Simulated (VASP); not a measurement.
A run of VASP 6.6.1 is set up as follows.

Contents of INCAR:

```
SYSTEM = Sn2F
PREC = Accurate ; ENCUT = 520
EDIFF = 1E-6 ; ISMEAR = 0
SIGMA = 0.1 ; LREAL = .False.
LASPH = .True. ; NELM = 100
ALGO = Normal ; ISIF = 2
LWAVE = .False. ; LCHARG = .True.
GGA = PE ; LELF = .True.
LVHAR = .True. ; NBANDS = 44
```

KPOINTS

```
Automatic mesh
0
Gamma
  6 6 2
  0 0 0
```

Contents of POSCAR:

```
Sn2F
1.0
    3.2592704424      0.0000000000      0.0000000000
   -1.6296352212      2.8226110009      0.0000000000
    0.0000000000      0.0000000000     14.2595529418
Sn F
4 2
Direct
    0.6666666667      0.3333333333      0.8909935116
    0.3333333333      0.6666666667      0.3909935116
    0.6666666667      0.3333333333      0.6090064884
    0.3333333333      0.6666666667      0.1090064884
    0.0000000000      0.0000000000      0.7500000000
    0.0000000000      0.0000000000      0.2500000000
```

Potentials or basis: VASP PAW PBE potentials, release 64 (Sn_d, F).

The run is started by

```sh
$ cat potpaw_PBE.64/Sn_d/POTCAR potpaw_PBE.64/F/POTCAR > POTCAR
$ mpirun -np 1 vasp_std > vasp.out
```

Task: What does it give for the largest force?

Result: 0.009 eV/Å.

Task: Estimate the pressure.

Result: -0.1 GPa.

Task: What does it give for the band gap on the k mesh?

Result: Zero (band 35 reaches 9.68 eV, above the bottom of band 36 at 4.83 eV).

Forces on the atoms (eV/Å):
```
Sn   0.000  0.000  0.009
Sn   0.000  0.000  0.009
Sn   0.000  0.000 -0.009
Sn   0.000  0.000 -0.009
F    0.000  0.000  0.000
F    0.000  0.000  0.000
```

Caveat: the k points lie up to 0.37 Å⁻¹ apart; spin-orbit coupling is left out, which moves the levels of the heavy elements.
